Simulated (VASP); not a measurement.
# TePb in VASP: single point with PBE

Aim: the single point of TePb with PBE.

Everything below comes from runs of VASP 6.6.1. Logs are shortened: lines on timing, memory, paths and dates and some standing lists are left out, and cuts for length are marked.

## 1. The cell of the first run

The cell holds a slab with vacuum, 2 atoms: a = 4.644 Å, b = 4.644 Å, c = 16.000 Å, α = 90.00°, β = 90.00°, γ = 90.00°.

## 2. Single point, PBE, non-collinear spin, zero start, spin-orbit coupling

INCAR reads:

```
SYSTEM = TePb
PREC     = Accurate       ! precision mode
ENCUT    = 520            ! plane-wave cutoff, eV
EDIFF    = 1E-6           ! SCF threshold, eV
ISMEAR   = -1             ! smearing method
SIGMA    = 0.02           ! smearing width, eV
LREAL    = .False.        ! projectors in reciprocal space
LASPH    = .True.         ! aspherical terms in the spheres
NELM     = 150            ! most SCF steps
ALGO     = Normal         ! electronic algorithm
ISIF     = 2              ! what is computed and relaxed
LWAVE    = .False.        ! write WAVECAR
LCHARG   = .False.        ! write CHGCAR
MAGMOM   = 0 0 0 0 0 0    ! initial moments
LORBIT   = 11             ! projections on sites
LSORBIT  = .True.         ! spin-orbit coupling
GGA_COMPAT= .False.      
LORBMOM  = .True.       
LDIPOL   = .True.       
IDIPOL   = 3            
DIPOL    = 0.5 0.5 0.500
GGA      = PE             ! functional
NBANDS   = 32             ! bands
```

KPOINTS reads:

```
regular mesh
0
Gamma
  6 6 1
  0 0 0
```

POSCAR reads:

```
TePb
1.0
    4.6436706266      0.0000000000      0.0000000000
    0.0000000000      4.6436706266      0.0000000000
    0.0000000000      0.0000000000     16.0000000000
Pb Te
1 1
Direct
    0.2500000000      0.2500000000      0.5000000000
    0.7500000000      0.7500000000      0.5000000000
```

Potentials or basis: VASP PAW PBE potentials, release 64 (Pb_d, Te).

On the command line:

```bash
cat potpaw_PBE.64/Pb_d/POTCAR potpaw_PBE.64/Te/POTCAR > POTCAR
mpirun -np 1 vasp_ncl > vasp.out
```

OUTCAR:

```text
SYSTEM = TePb
   PREC = Accurate
   ENCUT = 520
   EDIFF = 1E-6
   ISMEAR = -1
   LREAL = .False.
   LASPH = .True.
   NELM = 150
   ISIF = 2
   LORBIT = 11
   LSORBIT = .True.
   GGA = PE

 ion  position               nearest neighbor table
   1  0.250  0.250  0.500-   2 3.28   2 3.28   2 3.28   2 3.28
   2  0.750  0.750  0.500-   1 3.28   1 3.28   1 3.28   1 3.28

  LATTYP: Found a simple tetragonal cell.
 ALAT       =     4.6436706266
 C/A-ratio  =     3.4455501448

  Lattice vectors:

 A1 = (   4.6436706266,   0.0000000000,   0.0000000000)
 A2 = (   0.0000000000,   4.6436706266,   0.0000000000)
 A3 = (   0.0000000000,   0.0000000000,  16.0000000000)

Analysis of symmetry for initial positions (statically):
=====================================================================
 Subroutine PRICEL returns:
 Original cell was already a primitive cell.

 Routine SETGRP: Setting up the symmetry group for a
 simple tetragonal supercell.

 Subroutine GETGRP returns: Found 16 space group operations
 (whereof  4 operations were pure point group operations)
 out of a pool of 16 trial point group operations.

The static configuration has the point symmetry C_2v.
 The point group associated with its full space group is D_4h.

Analysis of symmetry for dynamics (positions and initial velocities):
=====================================================================
 Subroutine PRICEL returns:
 Original cell was already a primitive cell.

 Routine SETGRP: Setting up the symmetry group for a
 simple tetragonal supercell.

 Subroutine GETGRP returns: Found 16 space group operations
 (whereof  4 operations were pure point group operations)
 out of a pool of 16 trial point group operations.

The dynamic configuration has the point symmetry C_2v.
 The point group associated with its full space group is D_4h.

Analysis of structural, dynamic, and magnetic symmetry:
=====================================================================
 Subroutine PRICEL returns:
 Original cell was already a primitive cell.

 Routine SETGRP: Setting up the symmetry group for a
 simple tetragonal supercell.

 Subroutine GETGRP returns: Found 16 space group operations
 (whereof  4 operations were pure point group operations)
 out of a pool of 16 trial point group operations.

The overall configuration has the point symmetry C_2v.
 The point group associated with its full space group is D_4h.

 Subroutine INISYM returns: Found 16 space group operations
 (whereof  4 operations are pure point group operations),
 and found     1 'primitive' translations

----------------------------------------------------------------------------------------

                                     Primitive cell

  volume of cell :     345.0188

  direct lattice vectors                    reciprocal lattice vectors
     4.643670627  0.000000000  0.000000000     0.215346884  0.000000000  0.000000000
     0.000000000  4.643670627  0.000000000     0.000000000  0.215346884  0.000000000
     0.000000000  0.000000000 16.000000000     0.000000000  0.000000000  0.062500000

  length of vectors
     4.643670627  4.643670627 16.000000000     0.215346884  0.215346884  0.062500000

  position of ions in fractional coordinates (direct lattice)
     0.250000000  0.250000000  0.500000000
     0.750000000  0.750000000  0.500000000

  ion indices of the primitive-cell ions
   primitive index   ion index
                 1           1
                 2           2

----------------------------------------------------------------------------------------

 KPOINTS: regular mesh

Automatic generation of k-mesh.
 Grid dimensions read from file:
 generate k-points for:    6    6    1

 Generating k-lattice:

  Cartesian coordinates                     Fractional coordinates (reciprocal lattice)
[... 92 lines left out ...]
 Free energy of the ion-electron system (eV)
  ---------------------------------------------------
  ext. energy  EPLUGINS =         0.00000000
  ---------------------------------------------------
  free energy    TOTEN  =        -7.21098419 eV

  energy without entropy =       -7.20878398  energy(sigma->0) =       -7.20988408

 E-fermi :  -2.5233     XC(G=0):  -2.6428

 val. band max:       -2.5514979490   @ k =   0.5000   0.0000   0.0000
 cond. band min:      -2.4950815690   @ k =   0.5000   0.0000   0.0000
 fundamental gap:      0.0564163799
 Fermi energy:        -2.5232897589

 k-point     1 :       0.0000    0.0000    0.0000
  band No.  band energies     occupation
      1     -21.0491      1.00000
      2     -21.0491      1.00000
      3     -20.9207      1.00000
      4     -20.9207      1.00000
      5     -18.5007      1.00000
      6     -18.5007      1.00000
[... 339 lines left out ...]
     31       4.1463      0.00000
     32       4.1463      0.00000

------------------------ aborting loop because EDIFF is reached ----------------------------------------

 vacuum level on the upper side and lower side of the slab       (xc-potential included)        -0.080        -0.080

  FORCE on cell =-STRESS in cart. coord.  units (eV):
  Direction    XX          YY          ZZ          XY          YZ          ZX
  --------------------------------------------------------------------------------------
  -------------------------------------------------------------------------------------
  Total       -2.0977751     -2.0977751     -0.0170278      0.0000000      0.0000000      0.0000000
  in kB       -9.7415196     -9.7415196     -0.0790725      0.0000000      0.0000000      0.0000000
  external PRESSURE =      -6.5207039 kB  Pullay stress =       0.0000000 kB

 VOLUME and BASIS-vectors are now :
 -----------------------------------------------------------------------------
  energy-cutoff  :      520.00
  volume of cell :      345.02
      direct lattice vectors                 reciprocal lattice vectors
     4.643670627  0.000000000  0.000000000     0.215346884  0.000000000  0.000000000
     0.000000000  4.643670627  0.000000000     0.000000000  0.215346884  0.000000000
     0.000000000  0.000000000 16.000000000     0.000000000  0.000000000  0.062500000

 POSITION                                       TOTAL-FORCE (eV/Angst)
 -----------------------------------------------------------------------------------
      1.16092      1.16092      8.00000         0.000000     -0.000000      0.000000
      3.48275      3.48275      8.00000        -0.000000      0.000000      0.000000
 -----------------------------------------------------------------------------------
    total drift:                                0.000000      0.000000      0.000000

  FREE ENERGIE OF THE ION-ELECTRON SYSTEM (eV)
  ---------------------------------------------------
  free  energy   TOTEN  =        -7.2109841870 eV

  energy  without entropy=       -7.2087839819  energy(sigma->0) =       -7.20988408

 vacuum level on the upper side and lower side of the slab         1.919         1.919

 orbital moment (x)

 # of ion     p       d       tot
 ----------------------------------------
  1        -0.000   0.000  -0.000
  2         0.000  -0.000  -0.000
 ----------------------------------------
           -0.000   0.000  -0.000

 orbital moment (y)

 # of ion     p       d       tot
 ----------------------------------------
  1        -0.000   0.000  -0.000
  2         0.000  -0.000  -0.000
 ----------------------------------------
           -0.000   0.000  -0.000

 orbital moment (z)

 # of ion     p       d       tot
 ----------------------------------------
  1         0.000  -0.000  -0.000
  2         0.000   0.000   0.000
 ----------------------------------------
            0.000  -0.000  -0.000

 Spin-Orbit-Coupling matrix elements

 Ion:    1  E_soc:     -1.0784985
 l=   1
     0.0000000    -0.1153675    -0.1079826
    -0.1153675     0.0000000    -0.1153675
    -0.1079826    -0.1153675     0.0000000
 l=   2
     0.0000000    -0.0133727     0.0000000    -0.0133727    -0.0532702
    -0.0133727     0.0000000    -0.0401231    -0.0134039    -0.0134330
     0.0000000    -0.0401231     0.0000000    -0.0401231     0.0000000
    -0.0133727    -0.0134039    -0.0401231     0.0000000    -0.0134330
    -0.0532702    -0.0134330     0.0000000    -0.0134330     0.0000000
 l=   3
     0.0000000     0.0000000     0.0000000     0.0000000     0.0000000     0.0000000     0.0000000
     0.0000000     0.0000000     0.0000000     0.0000000     0.0000000     0.0000000     0.0000000
     0.0000000     0.0000000     0.0000000     0.0000000     0.0000000     0.0000000     0.0000000
     0.0000000     0.0000000     0.0000000     0.0000000     0.0000000     0.0000000     0.0000000
     0.0000000     0.0000000     0.0000000     0.0000000     0.0000000     0.0000000     0.0000000
     0.0000000     0.0000000     0.0000000     0.0000000     0.0000000     0.0000000     0.0000000
     0.0000000     0.0000000     0.0000000     0.0000000     0.0000000     0.0000000     0.0000000

 Ion:    2  E_soc:     -0.2691417
 l=   1
     0.0000000    -0.0464737    -0.0417833
    -0.0464737     0.0000000    -0.0464737
    -0.0417833    -0.0464737     0.0000000
 l=   2
     0.0000000     0.0000326     0.0000000     0.0000326     0.0000837
     0.0000326     0.0000000     0.0000312    -0.0000005    -0.0000254
     0.0000000     0.0000312     0.0000000     0.0000312     0.0000000
     0.0000326    -0.0000005     0.0000312     0.0000000    -0.0000254
     0.0000837    -0.0000254     0.0000000    -0.0000254     0.0000000
 l=   3
     0.0000000     0.0000000     0.0000000     0.0000000     0.0000000     0.0000000     0.0000000
     0.0000000     0.0000000     0.0000000     0.0000000     0.0000000     0.0000000     0.0000000
     0.0000000     0.0000000     0.0000000     0.0000000     0.0000000     0.0000000     0.0000000
     0.0000000     0.0000000     0.0000000     0.0000000     0.0000000     0.0000000     0.0000000
     0.0000000     0.0000000     0.0000000     0.0000000     0.0000000     0.0000000     0.0000000
     0.0000000     0.0000000     0.0000000     0.0000000     0.0000000     0.0000000     0.0000000
     0.0000000     0.0000000     0.0000000     0.0000000     0.0000000     0.0000000     0.0000000

 total charge

# of ion       s       p       d       tot
------------------------------------------
    1        1.441   0.560   9.822  11.823
    2        1.382   1.941   0.010   3.333
--------------------------------------------------
tot          2.823   2.501   9.832  15.156

 magnetization (x)

# of ion       s       p       d       tot
------------------------------------------
    1       -0.000   0.000   0.000  -0.000
    2       -0.000   0.000   0.000  -0.000
--------------------------------------------------
tot         -0.000   0.000   0.000  -0.000

 magnetization (y)

# of ion       s       p       d       tot
------------------------------------------
    1        0.000   0.000   0.000   0.000
    2        0.000   0.000  -0.000  -0.000
--------------------------------------------------
tot          0.000   0.000   0.000   0.000

 magnetization (z)

# of ion       s       p       d       tot
------------------------------------------
    1        0.000   0.000  -0.000   0.000
    2       -0.000   0.000   0.000  -0.000
--------------------------------------------------
tot          0.000   0.000  -0.000  -0.000
```

Run time: 6.2 min. Hardware: 1 thread of Intel Xeon Platinum 8488C (Sapphire Rapids), shared host; peak memory 1 GiB.

Results:

```
Free energy                                           : -7.2110 eV
Net moment                                            : 0.00 μB per cell
Valence electrons inside the program's atomic spheres : Pb 11.82; Te 3.33
```

Moments on the atoms (μB; x, y, z):
```
Pb  0.00 0.00 0.00
Te  0.00 0.00 0.00
```
